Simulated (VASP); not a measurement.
# NaI (Fm-3m) in VASP: notebook, part 2 of 2

VASP 6.6.1. The steps go on from the part before.

## Step 4: Vibrations by perturbation theory, PBEsol

This run uses another cell than the first one, of 32.78 Å³/atom.

The input, INCAR:

```
SYSTEM = NaI
PREC     = Accurate       ! precision mode
ENCUT    = 520            ! plane-wave cutoff, eV
EDIFF    = 1E-8           ! SCF threshold, eV
ISMEAR   = 0              ! smearing method
SIGMA    = 0.01           ! smearing width, eV
LREAL    = .False.        ! projectors in reciprocal space
LASPH    = .True.         ! aspherical terms in the spheres
NELM     = 100            ! most SCF steps
ALGO     = Normal         ! electronic algorithm
ISIF     = 2              ! what is computed and relaxed
LWAVE    = .False.        ! write WAVECAR
LCHARG   = .True.         ! write CHGCAR
GGA      = PS             ! functional
NBANDS   = 14             ! bands
IBRION   = 8              ! ionic algorithm
NSW      = 1              ! ionic steps
LEPSILON = .True.         ! dielectric tensor by DFPT
```

The input, KPOINTS:

```
regular mesh
0
Gamma
  6 6 6
  0 0 0
```

The input, POSCAR:

```
NaI
1.0
    0.0000000000      3.2002502521      3.2002502521
    3.2002502521      0.0000000000      3.2002502521
    3.2002502521      3.2002502521      0.0000000000
Na I
1 1
Direct
    0.0000000000      0.0000000000      0.0000000000
    0.5000000000      0.5000000000      0.5000000000
```

Potentials or basis: VASP PAW PBE potentials, release 64 (Na_pv, I).

Launch:

```bash
> cat potpaw_PBE.64/Na_pv/POTCAR potpaw_PBE.64/I/POTCAR > POTCAR
> mpirun -np 1 vasp_std > vasp.out
```

OUTCAR:

```text
SYSTEM = NaI
   PREC = Accurate
   ENCUT = 520
   EDIFF = 1E-8
   ISMEAR = 0
   LREAL = .False.
   LASPH = .True.
   NELM = 100
   ISIF = 2
   GGA = PS
   IBRION = 8
   NSW = 1
   LEPSILON = .True.

 ion  position               nearest neighbor table
   1  0.000  0.000  0.000-
   2  0.500  0.500  0.500-

  LATTYP: Found a face centered cubic cell.
 ALAT       =     6.4005005042

  Lattice vectors:

 A1 = (   0.0000000000,   3.2002502521,   3.2002502521)
 A2 = (   3.2002502521,   0.0000000000,   3.2002502521)
 A3 = (   3.2002502521,   3.2002502521,   0.0000000000)

Analysis of symmetry for initial positions (statically):
=====================================================================
 Subroutine PRICEL returns:
 Original cell was already a primitive cell.

 Routine SETGRP: Setting up the symmetry group for a
 face centered cubic supercell.

 Subroutine GETGRP returns: Found 48 space group operations
 (whereof 48 operations were pure point group operations)
 out of a pool of 48 trial point group operations.

The static configuration has the point symmetry O_h .

Analysis of symmetry for dynamics (positions and initial velocities):
=====================================================================
 Subroutine PRICEL returns:
 Original cell was already a primitive cell.

 Routine SETGRP: Setting up the symmetry group for a
[... 520 lines left out ...]
  z     0.00000     0.00000     0.00000     0.00000     0.00000     0.00000

 PIEZOELECTRIC TENSOR (including local field effects)  for field in x, y, z        (C/m^2)
          XX          YY          ZZ          XY          YZ          ZX
  --------------------------------------------------------------------------------
  x     0.00000     0.00000     0.00000     0.00000     0.00000     0.00000
  y     0.00000     0.00000     0.00000     0.00000     0.00000     0.00000
  z     0.00000     0.00000     0.00000     0.00000     0.00000     0.00000

 BORN EFFECTIVE CHARGES (including local field effects) (in |e|, cummulative output)
 ---------------------------------------------------------------------------------
 ion    1
    1     1.18547     0.00000     0.00000
    2     0.00000     1.18547     0.00000
    3     0.00000     0.00000     1.18547
 ion    2
    1    -1.18547     0.00000     0.00000
    2     0.00000    -1.18547     0.00000
    3     0.00000     0.00000    -1.18547

 INTERNAL STRAIN TENSOR FOR ION    2 for displacements in x,y,z  (eV/Angst):
          X           Y           Z          XY          YZ          ZX
  --------------------------------------------------------------------------------
  x     0.00000     0.00000     0.00000     0.00000     0.00000     0.00000
  y     0.00000     0.00000     0.00000     0.00000     0.00000     0.00000
  z     0.00000     0.00000     0.00000     0.00000     0.00000     0.00000

 SECOND DERIVATIVES (NOT SYMMETRIZED)
 ------------------------------------
               1X          1Y          1Z          2X          2Y          2Z
  1X    -1.015812    0.000000    0.000000    1.015812    0.000000    0.000000
  1Y     0.000000   -1.015812    0.000000    0.000000    1.015812    0.000000
  1Z     0.000000    0.000000   -1.015812    0.000000    0.000000    1.015812
  2X     1.017364    0.000000    0.000000   -1.017364    0.000000    0.000000
  2Y     0.000000    1.017364    0.000000    0.000000   -1.017364    0.000000
  2Z     0.000000    0.000000    1.017364    0.000000    0.000000   -1.017364

 Eigenvectors and eigenvalues of the dynamical matrix
 ----------------------------------------------------

   1 f  =    3.571851 THz    22.442600 2PiTHz  119.144117 cm-1    14.771981 meV
             X         Y         Z           dx          dy          dz
      0.000000  0.000000  0.000000     0.000000    0.920014    0.000000
      3.200250  3.200250  3.200250     0.000000   -0.391884    0.000000
[... 21 lines left out ...]
   6 f/i=    0.000983 THz     0.006176 2PiTHz    0.032787 cm-1     0.004065 meV
             X         Y         Z           dx          dy          dz
      0.000000  0.000000  0.000000     0.000000   -0.391884    0.000000
      3.200250  3.200250  3.200250     0.000000   -0.920014    0.000000

--------------------------------------------------------------------------------------------------------

 MACROSCOPIC STATIC DIELECTRIC TENSOR IONIC CONTRIBUTION
 ------------------------------------------------------
           3.816120     0.000000     0.000000
           0.000000     3.816120     0.000000
           0.000000     0.000000     3.816120
 ------------------------------------------------------

 ELASTIC MODULI CONTR FROM IONIC RELAXATION (kBar)
 Direction    XX          YY          ZZ          XY          YZ          ZX
 --------------------------------------------------------------------------------
 XX           0.0000      0.0000      0.0000      0.0000      0.0000      0.0000
 YY           0.0000      0.0000      0.0000      0.0000      0.0000      0.0000
 ZZ           0.0000      0.0000      0.0000      0.0000      0.0000      0.0000
 XY           0.0000      0.0000      0.0000      0.0000      0.0000      0.0000
 YZ           0.0000      0.0000      0.0000      0.0000      0.0000      0.0000
 ZX           0.0000      0.0000      0.0000      0.0000      0.0000      0.0000
 --------------------------------------------------------------------------------

 PIEZOELECTRIC TENSOR IONIC CONTR  for field in x, y, z        (C/m^2)
          XX          YY          ZZ          XY          YZ          ZX
  --------------------------------------------------------------------------------
  x     0.00000     0.00000     0.00000     0.00000     0.00000     0.00000
  y     0.00000     0.00000     0.00000     0.00000     0.00000     0.00000
  z     0.00000     0.00000     0.00000     0.00000     0.00000     0.00000
```

OSZICAR:

```text
N       E                     dE             d eps       ncg     rms          rms(c)
DAV:   1     0.860753083856E+02    0.86075E+02   -0.64273E+03   448   0.910E+02
DAV:   2     0.813453929748E+00   -0.85262E+02   -0.78639E+02   462   0.224E+02
DAV:   3    -0.558268977317E+01   -0.63961E+01   -0.63561E+01   598   0.601E+01
DAV:   4    -0.573255978310E+01   -0.14987E+00   -0.14984E+00   550   0.959E+00
[... 177 lines left out ...]
RMM:   9    -0.836012997116E-01    0.68560E-06    0.32679E-07  1648   0.120E-04    0.401E-05
RMM:  10    -0.836013596566E-01   -0.59945E-07   -0.13975E-07  1802   0.497E-05    0.914E-06
RMM:  11    -0.836013982195E-01   -0.38563E-07   -0.10015E-07  1782   0.181E-05    0.513E-06
RMM:  12    -0.836013746816E-01    0.23538E-07    0.21727E-08  1597   0.865E-06    0.138E-06
RMM:  13    -0.836013703399E-01    0.43417E-08   -0.23543E-09  1116   0.244E-06    0.555E-07
 Linear response finished
```

stdout:

```text
POSCAR found type information on POSCAR NaI
 POSCAR found :  2 types and       2 ions
 scaLAPACK will be used
 -----------------------------------------------------------------------------
|                                                                             |
|                                                                             |
[... 39 lines left out ...]
 first order change of Fermi-energy  -0.17461E-04
 force on displaced ion       1 direction 1 :  -1.016   0.000   0.000
 Born effective charge ion    1 direction 1 :   1.182   0.000   0.000
 Linear response progress:
 first order change of Fermi-energy  -0.29338E-04
 force on displaced ion       2 direction 1 :  -1.017   0.000   0.000
 Born effective charge ion    2 direction 1 :  -1.189   0.000   0.000
 Born effective charges drift removed
 Linear response finished
```

Wall time 7.2 min (1 thread of AMD EPYC 7R43 (Zen 3), shared host); peak memory 0.25 GiB.

What came out:

* Electronic dielectric tensor (diagonal): 3.49
* Born charges (mean of the diagonal): Na +1.19; I -1.19 e
* Highest phonon frequency at Γ, LO-TO splitting left out: 119 cm⁻¹

Phonon frequencies in cm⁻¹ (negative: imaginary):
```tsv
q point	frequencies
(0.000, 0.000, 0.000)	0 0 0 119 119 119
```

Electronic dielectric tensor:
```
3.49 0.00 0.00
0.00 3.49 0.00
0.00 0.00 3.49
```

Born effective charge tensors (e):
atom 1, Na
```
1.19 0.00 0.00
0.00 1.19 0.00
0.00 0.00 1.19
```
atom 2, I
```
-1.19  0.00  0.00
 0.00 -1.19  0.00
 0.00  0.00 -1.19
```

Caveat: the PAW data sets were made with another functional, which shifts forces and pressure a little; spin-orbit coupling is left out, which moves the levels of the heavy elements.

## Step 5: Vibrations by perturbation theory, PBEsol (33.43 Å³/atom)

This run uses another cell than the first one, of 33.43 Å³/atom.

The input, INCAR:

```
  PREC = Accurate
  ENCUT = 520
  EDIFF = 1E-8
  ISMEAR = 0
  SIGMA = 0.01
  LREAL = False
  LASPH = True
  NELM = 100
  ALGO = Normal
  ISIF = 2
  LWAVE = False
  LCHARG = False
  GGA = PS
  IBRION = 8
  NSW = 1
```

The input, KPOINTS:

```
Automatic mesh
0
Gamma
  6 6 6
```

The input, POSCAR:

```
NaI
1.0
    0.0000000000      3.2214445800      3.2214445800
    3.2214445800      0.0000000000      3.2214445800
    3.2214445800      3.2214445800      0.0000000000
Na I
1 1
Direct
    0.0000000000      0.0000000000      0.0000000000
    0.5000000000      0.5000000000      0.5000000000
```

Potentials or basis: VASP PAW PBE potentials, release 64 (Na_pv, I).

Launch:

```bash
> cat potpaw_PBE.64/Na_pv/POTCAR potpaw_PBE.64/I/POTCAR > POTCAR
> mpirun -np 1 vasp_std > vasp.out
```

OUTCAR:

```text
PREC = Accurate
   ENCUT = 520
   EDIFF = 1E-8
   ISMEAR = 0
   LREAL = False
   LASPH = True
   NELM = 100
   ISIF = 2
   GGA = PS
   IBRION = 8
   NSW = 1

 ion  position               nearest neighbor table
   1  0.000  0.000  0.000-
   2  0.500  0.500  0.500-

  LATTYP: Found a face centered cubic cell.
 ALAT       =     6.4428891600

  Lattice vectors:

 A1 = (   0.0000000000,   3.2214445800,   3.2214445800)
 A2 = (   3.2214445800,   0.0000000000,   3.2214445800)
 A3 = (   3.2214445800,   3.2214445800,   0.0000000000)

Analysis of symmetry for initial positions (statically):
=====================================================================
 Subroutine PRICEL returns:
 Original cell was already a primitive cell.

 Routine SETGRP: Setting up the symmetry group for a
 face centered cubic supercell.

 Subroutine GETGRP returns: Found 48 space group operations
 (whereof 48 operations were pure point group operations)
 out of a pool of 48 trial point group operations.

The static configuration has the point symmetry O_h .

Analysis of symmetry for dynamics (positions and initial velocities):
=====================================================================
 Subroutine PRICEL returns:
 Original cell was already a primitive cell.

 Routine SETGRP: Setting up the symmetry group for a
 face centered cubic supercell.

 Subroutine GETGRP returns: Found 48 space group operations
[... 398 lines left out ...]
      3.22144      3.22144      3.22144         0.000000     -0.000000      0.000000
 -----------------------------------------------------------------------------------
    total drift:                                0.000000      0.000000      0.000000

  FREE ENERGIE OF THE ION-ELECTRON SYSTEM (eV)
  ---------------------------------------------------
  free  energy   TOTEN  =        -5.6688363496 eV

  energy  without entropy=       -5.6688363496  energy(sigma->0) =       -5.66883635

[... ionic steps 2 to 3 ...]

--------------------------------------- Ionic step        4  -------------------------------------------

------------------------ aborting loop because EDIFF is reached ----------------------------------------

[... ionic steps 5 to 6 ...]

--------------------------------------- Ionic step        7  -------------------------------------------

 Free energy of the ion-electron system (eV)
  ---------------------------------------------------
  ---------------------------------------------------
  free energy    TOTEN  =        -0.08380212 eV

  energy without entropy =       -0.08380212

------------------------ aborting loop because EDIFF is reached ----------------------------------------

 INTERNAL STRAIN TENSOR  FOR ION    2  DIRECTION 1   (eV/Angst):
 -----------------------------------------------------------------------------
    -0.00223 -0.00000  0.00000
    -0.00000  0.00729 -0.00000
     0.00000 -0.00000  0.00729

 INTERNAL STRAIN TENSOR FOR ION    2 for displacements in x,y,z  (eV/Angst):
          X           Y           Z          XY          YZ          ZX
  --------------------------------------------------------------------------------
  x     0.00000     0.00000     0.00000     0.00000     0.00000     0.00000
  y     0.00000     0.00000     0.00000     0.00000     0.00000     0.00000
  z     0.00000     0.00000     0.00000     0.00000     0.00000     0.00000

 SECOND DERIVATIVES (NOT SYMMETRIZED)
 ------------------------------------
               1X          1Y          1Z          2X          2Y          2Z
  1X    -0.916732    0.000000    0.000000    0.916732    0.000000    0.000000
  1Y     0.000000   -0.916732    0.000000    0.000000    0.916732    0.000000
  1Z     0.000000    0.000000   -0.916732    0.000000    0.000000    0.916732
  2X     0.921500    0.000000    0.000000   -0.921500    0.000000    0.000000
  2Y     0.000000    0.921500    0.000000    0.000000   -0.921500    0.000000
  2Z     0.000000    0.000000    0.921500    0.000000    0.000000   -0.921500

 Eigenvectors and eigenvalues of the dynamical matrix
 ----------------------------------------------------

   1 f  =    3.394144 THz    21.326033 2PiTHz  113.216444 cm-1    14.037044 meV
             X         Y         Z           dx          dy          dz
      0.000000  0.000000  0.000000     0.881561    0.262299    0.000000
      3.221445  3.221445  3.221445    -0.376194   -0.111932    0.000000
[... 21 lines left out ...]
   6 f/i=    0.003178 THz     0.019968 2PiTHz    0.106009 cm-1     0.013143 meV
             X         Y         Z           dx          dy          dz
      0.000000  0.000000  0.000000     0.391333    0.030143    0.000000
      3.221445  3.221445  3.221445     0.917039    0.070635    0.000000

--------------------------------------------------------------------------------------------------------

 ELASTIC MODULI CONTR FROM IONIC RELAXATION (kBar)
 Direction    XX          YY          ZZ          XY          YZ          ZX
 --------------------------------------------------------------------------------
 XX           0.0000      0.0000      0.0000      0.0000      0.0000      0.0000
 YY           0.0000      0.0000      0.0000      0.0000      0.0000      0.0000
 ZZ           0.0000      0.0000      0.0000      0.0000      0.0000      0.0000
 XY           0.0000      0.0000      0.0000      0.0000      0.0000      0.0000
 YZ           0.0000      0.0000      0.0000      0.0000      0.0000      0.0000
 ZX           0.0000      0.0000      0.0000      0.0000      0.0000      0.0000
 --------------------------------------------------------------------------------
```

OSZICAR:

```text
N       E                     dE             d eps       ncg     rms          rms(c)
DAV:   1     0.823330940463E+02    0.82333E+02   -0.69031E+03   352   0.118E+03
DAV:   2     0.115053691422E+01   -0.81183E+02   -0.76455E+02   371   0.243E+02
DAV:   3    -0.552740288599E+01   -0.66779E+01   -0.66404E+01   418   0.704E+01
DAV:   4    -0.573214153335E+01   -0.20474E+00   -0.20460E+00   450   0.129E+01
[... 41 lines left out ...]
RMM:   9    -0.838019396550E-01    0.10194E-05    0.58537E-07  1264   0.165E-04    0.437E-05
RMM:  10    -0.838020893638E-01   -0.14971E-06   -0.11066E-07  1384   0.634E-05    0.122E-05
RMM:  11    -0.838021598623E-01   -0.70498E-07   -0.76737E-08  1325   0.258E-05    0.597E-06
RMM:  12    -0.838021255183E-01    0.34344E-07    0.45919E-08  1196   0.803E-06    0.949E-07
RMM:  13    -0.838021189659E-01    0.65524E-08   -0.58701E-09   804   0.294E-06    0.243E-07
 Linear response finished
```

Wall time 1.9 min (1 thread of AMD EPYC 7R43 (Zen 3), shared host); peak memory 0.23 GiB.

Results:

```
Highest phonon frequency at Γ, LO-TO splitting left out : 113 cm⁻¹
```

Phonon frequencies in cm⁻¹ (negative: imaginary):
| q point | frequencies |
| --- | --- |
| (0.000, 0.000, 0.000) | 0 0 0 113 113 113 |

Caveat: the PAW data sets were made with another functional, which shifts forces and pressure a little; spin-orbit coupling is left out, which moves the levels of the heavy elements.
